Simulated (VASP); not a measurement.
# AgCl (Fm-3m) in VASP: further runs

AgCl is run at these levels: r2SCAN; tasks: phonons.

All numbers are computed with VASP 6.6.1; they aren't measurements. Logs are shortened: lines on timing, memory, paths and dates and some standing lists are left out, and cuts for length are marked.

## (1) The cell of the first run

Symmetry: Fm-3m, No. 225, cubic system. The conventional cell has a = 5.215 Å, b = 5.215 Å, c = 5.215 Å, α = 90.00°, β = 90.00°, γ = 90.00°. Within 3.4 Å of Ag (site symmetry m-3m) lie 6 Cl at 2.61 Å. Cl (site symmetry m-3m) has 6 Ag at 2.61 Å within 3.4 Å.

## (2) Phonons, r2SCAN

INCAR

```
  PREC = Accurate
  ENCUT = 520
  EDIFF = 1E-8
  ISMEAR = 0
  SIGMA = 0.01
  LREAL = False
  LASPH = True
  NELM = 80
  ALGO = Normal
  ISIF = 2
  LWAVE = False
  LCHARG = False
  METAGGA = R2SCAN
  LMIXTAU = True
  NBANDS = 16
  IBRION = 6
  NFREE = 2
  POTIM = 0.015
  NSW = 1
```

KPOINTS

```
Automatic mesh
0
Gamma
  8 8 8
```

POSCAR

```
AgCl
1.0
    2.6074107919      2.6074107919      0.0000000000
   -2.6074107919      2.6074107919      0.0000000000
    0.0000000000      2.6074107919      2.6074107919
Ag Cl
1 1
Direct
    0.0000000000      0.0000000000      0.0000000000
    0.5000000000      0.5000000000      0.0000000000
```

Potentials or basis: VASP PAW PBE potentials, release 64 (Ag, Cl).

Command:

```sh
> cat potpaw_PBE.64/Ag/POTCAR potpaw_PBE.64/Cl/POTCAR > POTCAR
> mpirun -np 1 vasp_std > vasp.out
```

OUTCAR:

```text
PREC = Accurate
   ENCUT = 520
   EDIFF = 1E-8
   ISMEAR = 0
   LREAL = False
   LASPH = True
   NELM = 80
   ISIF = 2
   METAGGA = R2SCAN
   IBRION = 6
   NFREE = 2
   POTIM = 0.015
   NSW = 1

 ion  position               nearest neighbor table
   1  0.000  0.000  0.000-   2 2.61   2 2.61   2 2.61   2 2.61   2 2.61   2 2.61
   2  0.500  0.500  0.000-   1 2.61   1 2.61   1 2.61   1 2.61   1 2.61   1 2.61

  LATTYP: Found a face centered cubic cell.
 ALAT       =     5.2148215838

  Lattice vectors:

 A1 = (   0.0000000000,   2.6074107919,   2.6074107919)
 A2 = (   2.6074107919,   0.0000000000,   2.6074107919)
 A3 = (   2.6074107919,   2.6074107919,   0.0000000000)

Analysis of symmetry for initial positions (statically):
=====================================================================
 Subroutine PRICEL returns:
 Original cell was already a primitive cell.

 Routine SETGRP: Setting up the symmetry group for a
 face centered cubic supercell.

 Subroutine GETGRP returns: Found 48 space group operations
 (whereof 48 operations were pure point group operations)
 out of a pool of 48 trial point group operations.

The static configuration has the point symmetry O_h .

Analysis of symmetry for dynamics (positions and initial velocities):
=====================================================================
 Subroutine PRICEL returns:
 Original cell was already a primitive cell.

 Routine SETGRP: Setting up the symmetry group for a
 face centered cubic supercell.

 Subroutine GETGRP returns: Found 48 space group operations
 (whereof 48 operations were pure point group operations)
 out of a pool of 48 trial point group operations.

The dynamic configuration has the point symmetry O_h .

 Subroutine INISYM returns: Found 48 space group operations
 (whereof 48 operations are pure point group operations),
 and found     1 'primitive' translations

----------------------------------------------------------------------------------------

                                     Primitive cell

  volume of cell :      35.4534

  direct lattice vectors                    reciprocal lattice vectors
     2.607410792  2.607410792  0.000000000     0.191761115  0.191761115 -0.191761115
    -2.607410792  2.607410792  0.000000000    -0.191761115  0.191761115 -0.191761115
     0.000000000  2.607410792  2.607410792     0.000000000  0.000000000  0.383522229

  length of vectors
     3.687435705  3.687435705  3.687435705     0.332139994  0.332139994  0.383522229

  position of ions in fractional coordinates (direct lattice)
     0.000000000  0.000000000  0.000000000
     0.500000000  0.500000000  0.000000000

  ion indices of the primitive-cell ions
   primitive index   ion index
                 1           1
                 2           2

----------------------------------------------------------------------------------------

 KPOINTS: Automatic mesh

Automatic generation of k-mesh.
 Grid dimensions read from file:
 generate k-points for:    8    8    8

 Generating k-lattice:

  Cartesian coordinates                     Fractional coordinates (reciprocal lattice)
     0.023970139  0.023970139 -0.023970139     0.125000000  0.000000000  0.000000000
    -0.023970139  0.023970139 -0.023970139     0.000000000  0.125000000  0.000000000
     0.000000000  0.000000000  0.047940279     0.000000000  0.000000000  0.125000000

  Length of vectors
     0.041517499  0.041517499  0.047940279

[... 52 lines left out ...]
   NELM   =     80;   NELMIN=  2; NELMDL= -5     # of ELM steps
   EDIFF  = 0.1E-07   stopping-criterion for ELM
   LREAL  =      F    real-space projection
   EDIFFG = 0.1E-06   stopping-criterion for IOM
   NSW    =     61    number of steps for IOM
   IBRION =      6    ionic relax: 0-MD 1-quasi-New 2-CG
   NFREE  =      2    steps in history (QN), initial steepest desc. (CG)
   ISIF   =      2    stress and relaxation
   ISYM   =      2    0-nonsym 1-usesym 2-fastsym
   POTIM  = 0.0150    time-step for ionic-motion
   TEBEG  =    0.0;   TEEND  =   0.0 temperature during run
   PSTRESS=    0.0 pullay stress
   NELECT =      18.0000    total number of electrons
   NUPDOWN=      -1.0000    fix difference up-down
   EMIN   =  10.00;   EMAX   =-10.00  energy-range for DOS
   EFERMI =   0.00;   METHOD = LEGACY
   ISMEAR =     0;   SIGMA  =   0.01  broadening in eV -4-tet -1-fermi 0-gaus
   EFERMI_NEDOS =   21; number of points for ismear=-14 and -15
   IALGO  =     38    algorithm
   IMIX   =      4    mixing-type and parameters
     AMIX     =   0.40;   BMIX     =  1.00
     AMIX_MAG =   1.60;   BMIX_MAG =  1.00
  volume/ion in A,a.u.               =      17.73       119.63
  Fermi-wavevector in a.u.,A,eV,Ry     =   1.306009  2.467999 23.206911  1.705660
  Thomas-Fermi vector in A             =   2.436840
   LORBIT       =      0    0 simple, 1 ext, 2 COOP (PROOUT), +10 PAW based schemes
   METAGGA = R2SCAN    functional components
   LHFCALC =     F    Hartree Fock is set to
   AEXX    =    0.0000 exact exchange contribution
   IVDW    =     0    specifies the selected vdW correction
   LEPSILON=     F    determine dielectric tensor
   LRPA    =     F    only Hartree local field effects (RPA)
 finite differences with symmetry
 non-spin polarized calculation
 Gauss-broadening in eV      SIGMA  =   0.01
  energy-cutoff  :      520.00
  volume of cell :       35.45
 maximum number of plane-waves:       982
   NGX = 13   NGY = 13   NGZ = 13

--------------------------------------- Ionic step        1  -------------------------------------------

 number of electron      18.0000000 magnetization

 Free energy of the ion-electron system (eV)
  ---------------------------------------------------
  ext. energy  EPLUGINS =         0.00000000
  ---------------------------------------------------
  free energy    TOTEN  =       -28.36401595 eV

  energy without entropy =      -28.36401595  energy(sigma->0) =      -28.36401595

------------------------ aborting loop because EDIFF is reached ----------------------------------------

  FORCE on cell =-STRESS in cart. coord.  units (eV):
  Direction    XX          YY          ZZ          XY          YZ          ZX
  --------------------------------------------------------------------------------------
  -------------------------------------------------------------------------------------
  Total        3.3092190      3.3092190      3.3092190      0.0000000     -0.0000000      0.0000000
  in kB      149.5470051    149.5470051    149.5470051      0.0000000     -0.0000000      0.0000000
  external PRESSURE =     149.5470051 kB  Pullay stress =       0.0000000 kB
[... 131 lines left out ...]
--------------------------------------- Ionic step        5  -------------------------------------------

 number of electron      18.0000000 magnetization

 Free energy of the ion-electron system (eV)
  ---------------------------------------------------
  ext. energy  EPLUGINS =         0.00000000
  ---------------------------------------------------
  free energy    TOTEN  =       -28.36360010 eV

  energy without entropy =      -28.36360010  energy(sigma->0) =      -28.36360010

 E-fermi :   6.2129     XC(G=0): -11.5733

 val. band max:        6.1677989225   @ k =   0.5000   0.0000   0.0000
 cond. band min:       7.6741766090   @ k =   0.0000   0.0000   0.0000
 fundamental gap:      1.5063776865
 Fermi energy:         6.2128978155

 k-point     1 :       0.0000    0.0000    0.0000
  band No.  band energies     occupation
      1     -11.0900      2.00000
      2       2.7779      2.00000
      3       2.7779      2.00000
      4       2.7816      2.00000
      5       2.8026      2.00000
      6       2.8599      2.00000
[... 433 lines left out ...]
      3       0.5337      2.00000
      4       0.6175      2.00000
      5       3.2803      2.00000
      6       3.3712      2.00000
[... 8 lines left out ...]
     15      20.9671      0.00000
     16      22.5497      0.00000

 [... further k-points ...]

------------------------ aborting loop because EDIFF is reached ----------------------------------------

  FORCE on cell =-STRESS in cart. coord.  units (eV):
  Direction    XX          YY          ZZ          XY          YZ          ZX
  --------------------------------------------------------------------------------------
  -------------------------------------------------------------------------------------
  Total        3.3150017      3.3087529      3.3087529      0.0000000      0.0000000      0.0000000
  in kB      149.8083317    149.5259408    149.5259408      0.0000000      0.0000000      0.0000000
  external PRESSURE =     149.6200711 kB  Pullay stress =       0.0000000 kB
[... 17 lines left out ...]
  FREE ENERGIE OF THE ION-ELECTRON SYSTEM (eV)
  ---------------------------------------------------
  free  energy   TOTEN  =       -28.3636000958 eV

  energy  without entropy=      -28.3636000958  energy(sigma->0) =      -28.36360010

 INTERNAL STRAIN TENSORS FROM DISPLACED ATOMS
 ============================================

 INTERNAL STRAIN TENSOR FOR ION    1 for displacements in x,y,z  (eV/Angst):
          X           Y           Z          XY          YZ          ZX
  --------------------------------------------------------------------------------
  x     0.00000     0.00000     0.00000     0.00000     0.00000     0.00000
  y     0.00000     0.00000     0.00000     0.00000     0.00000     0.00000
  z     0.00000     0.00000     0.00000     0.00000     0.00000     0.00000

 INTERNAL STRAIN TENSOR FOR ION    2 for displacements in x,y,z  (eV/Angst):
          X           Y           Z          XY          YZ          ZX
  --------------------------------------------------------------------------------
  x     0.00000     0.00000     0.00000     0.00000     0.00000     0.00000
  y     0.00000     0.00000     0.00000     0.00000     0.00000     0.00000
  z     0.00000     0.00000     0.00000     0.00000     0.00000     0.00000

 Eigenvectors and eigenvalues of the dynamical matrix
 ----------------------------------------------------

   1 f  =    5.818787 THz    36.560519 2PiTHz  194.093854 cm-1    24.064560 meV
             X         Y         Z           dx          dy          dz
      0.000000  0.000000  0.000000     0.000000   -0.496173   -0.000000
      0.000000  2.607411  0.000000    -0.000000    0.868224    0.000000
[... 21 lines left out ...]
   6 f/i=    0.007967 THz     0.050060 2PiTHz    0.265759 cm-1     0.032950 meV
             X         Y         Z           dx          dy          dz
      0.000000  0.000000  0.000000     0.824935   -0.270732   -0.000000
      0.000000  2.607411  0.000000     0.471434   -0.154718    0.000000

 ELASTIC MODULI CONTR FROM IONIC RELAXATION (kBar)
 Direction    XX          YY          ZZ          XY          YZ          ZX
 --------------------------------------------------------------------------------
 XX           0.0000      0.0000      0.0000      0.0000      0.0000      0.0000
 YY           0.0000      0.0000      0.0000      0.0000      0.0000      0.0000
 ZZ           0.0000      0.0000      0.0000      0.0000      0.0000      0.0000
 XY           0.0000      0.0000      0.0000      0.0000      0.0000      0.0000
 YZ           0.0000      0.0000      0.0000      0.0000      0.0000      0.0000
 ZX           0.0000      0.0000      0.0000      0.0000      0.0000      0.0000
 --------------------------------------------------------------------------------
```

Run time: 14 min. Hardware: 1 thread of AMD EPYC 7R13, shared host; peak memory 0.21 GiB.

Results:

- Highest phonon frequency at Γ, LO-TO splitting left out: 194 cm⁻¹

Phonon frequencies in cm⁻¹ (negative: imaginary):
```
              q point        frequencies
(0.000, 0.000, 0.000)  0 0 0 194 194 194
```

Caveat: the cell stands under pressure or tension, which shifts response properties; the PAW data sets were made with another functional, which shifts forces and pressure a little.

## (3) Phonons, r2SCAN

This run uses another cell than the first one, of 18.56 Å³/atom.

INCAR

```
PREC = Accurate ; ENCUT = 520
EDIFF = 1E-8 ; ISMEAR = 0
SIGMA = 0.01 ; LREAL = False
LASPH = True ; NELM = 60
ALGO = Normal ; ISIF = 2
LWAVE = False ; LCHARG = False
METAGGA = R2SCAN ; LMIXTAU = True
NBANDS = 16 ; IBRION = 6
NFREE = 2 ; POTIM = 0.015
NSW = 1
```

KPOINTS is that of step 2.

POSCAR

```
AgCl
1.0
    2.6477463407      2.6477463407      0.0000000000
   -2.6477463407      2.6477463407      0.0000000000
    0.0000000000      2.6477463407      2.6477463407
Ag Cl
1 1
Direct
    0.0000000000      0.0000000000      0.0000000000
    0.5000000000      0.5000000000      0.0000000000
```

Potentials or basis: VASP PAW PBE potentials, release 64 (Ag, Cl).

Command:

```sh
> cat potpaw_PBE.64/Ag/POTCAR potpaw_PBE.64/Cl/POTCAR > POTCAR
> mpirun -np 1 vasp_std > vasp.out
```

OUTCAR:

```text
PREC = Accurate
   ENCUT = 520
   EDIFF = 1E-8
   ISMEAR = 0
   LREAL = False
   LASPH = True
   NELM = 60
   ISIF = 2
   METAGGA = R2SCAN
   IBRION = 6
   NFREE = 2
   POTIM = 0.015
   NSW = 1

 ion  position               nearest neighbor table
   1  0.000  0.000  0.000-   2 2.65   2 2.65   2 2.65   2 2.65   2 2.65   2 2.65
   2  0.500  0.500  0.000-   1 2.65   1 2.65   1 2.65   1 2.65   1 2.65   1 2.65

  LATTYP: Found a face centered cubic cell.
 ALAT       =     5.2954926814

  Lattice vectors:

 A1 = (   0.0000000000,   2.6477463407,   2.6477463407)
 A2 = (   2.6477463407,   0.0000000000,   2.6477463407)
 A3 = (   2.6477463407,   2.6477463407,   0.0000000000)

Analysis of symmetry for initial positions (statically):
=====================================================================
 Subroutine PRICEL returns:
 Original cell was already a primitive cell.

 Routine SETGRP: Setting up the symmetry group for a
[... 794 lines left out ...]
  Total        2.3062202      2.3010204      2.3010204      0.0000000      0.0000000      0.0000000
  in kB       99.5295953     99.3051869     99.3051869      0.0000000      0.0000000      0.0000000
  external PRESSURE =      99.3799897 kB  Pullay stress =       0.0000000 kB
[... 17 lines left out ...]
  FREE ENERGIE OF THE ION-ELECTRON SYSTEM (eV)
  ---------------------------------------------------
  free  energy   TOTEN  =       -28.4933897019 eV

  energy  without entropy=      -28.4933897019  energy(sigma->0) =      -28.49338970

 INTERNAL STRAIN TENSORS FROM DISPLACED ATOMS
 ============================================

 INTERNAL STRAIN TENSOR FOR ION    1 for displacements in x,y,z  (eV/Angst):
          X           Y           Z          XY          YZ          ZX
  --------------------------------------------------------------------------------
  x     0.00000     0.00000     0.00000     0.00000     0.00000     0.00000
  y     0.00000     0.00000     0.00000     0.00000     0.00000     0.00000
  z     0.00000     0.00000     0.00000     0.00000     0.00000     0.00000

 INTERNAL STRAIN TENSOR FOR ION    2 for displacements in x,y,z  (eV/Angst):
          X           Y           Z          XY          YZ          ZX
  --------------------------------------------------------------------------------
  x     0.00000     0.00000     0.00000     0.00000     0.00000     0.00000
  y     0.00000     0.00000     0.00000     0.00000     0.00000     0.00000
  z     0.00000     0.00000     0.00000     0.00000     0.00000     0.00000

 Eigenvectors and eigenvalues of the dynamical matrix
 ----------------------------------------------------

   1 f  =    5.217797 THz    32.784385 2PiTHz  174.046973 cm-1    21.579065 meV
             X         Y         Z           dx          dy          dz
      0.000000  0.000000  0.000000    -0.000000   -0.000000   -0.496442
      0.000000  2.647746  0.000000     0.000000    0.000000    0.868070
[... 21 lines left out ...]
   6 f/i=    0.005524 THz     0.034707 2PiTHz    0.184252 cm-1     0.022844 meV
             X         Y         Z           dx          dy          dz
      0.000000  0.000000  0.000000     0.125663    0.504927   -0.694840
      0.000000  2.647746  0.000000     0.071866    0.288764   -0.397373

 ELASTIC MODULI CONTR FROM IONIC RELAXATION (kBar)
 Direction    XX          YY          ZZ          XY          YZ          ZX
 --------------------------------------------------------------------------------
 XX           0.0000      0.0000      0.0000      0.0000      0.0000      0.0000
 YY           0.0000      0.0000      0.0000      0.0000      0.0000      0.0000
 ZZ           0.0000      0.0000      0.0000      0.0000      0.0000      0.0000
 XY           0.0000      0.0000      0.0000      0.0000      0.0000      0.0000
 YZ           0.0000      0.0000      0.0000      0.0000      0.0000      0.0000
 ZX           0.0000      0.0000      0.0000      0.0000      0.0000      0.0000
 --------------------------------------------------------------------------------
```

OSZICAR:

```text
N       E                     dE             d eps       ncg     rms          rms(c)
DAV:   1     0.776602991336E+02    0.77660E+02   -0.89764E+03   936   0.106E+03
DAV:   2    -0.298998217478E+02   -0.10756E+03   -0.99634E+02  1160   0.238E+02
DAV:   3    -0.334784097431E+02   -0.35786E+01   -0.35711E+01  1192   0.455E+01
DAV:   4    -0.335009126323E+02   -0.22503E-01   -0.22502E-01  1128   0.389E+00
[... 70 lines left out ...]
DAV:   9    -0.284933896113E+02   -0.30479E-06   -0.22774E-07  2048   0.495E-03    0.520E-04
DAV:  10    -0.284933896710E+02   -0.59725E-07   -0.22444E-08  2320   0.148E-03    0.811E-04
DAV:  11    -0.284933896549E+02    0.16127E-07   -0.16151E-09  1104   0.426E-04    0.244E-04
DAV:  12    -0.284933896990E+02   -0.44046E-07   -0.27825E-09  1328   0.653E-04    0.206E-04
DAV:  13    -0.284933897019E+02   -0.29686E-08   -0.83147E-10  1048   0.210E-04
   5 F= -.28493390E+02 E0= -.28493390E+02  d E =-.251763E-25
```

Wall time 14 min (1 thread of AMD EPYC 7R13, shared host); peak memory 0.21 GiB.

What came out:

```
Highest phonon frequency at Γ, LO-TO splitting left out : 174 cm⁻¹
```

Phonon frequencies in cm⁻¹ (negative: imaginary):
| q point | frequencies |
| --- | --- |
| (0.000, 0.000, 0.000) | 0 0 0 174 174 174 |

Caveat: the cell stands under pressure or tension, which shifts response properties; the PAW data sets were made with another functional, which shifts forces and pressure a little.

[end of part 1 of 2]
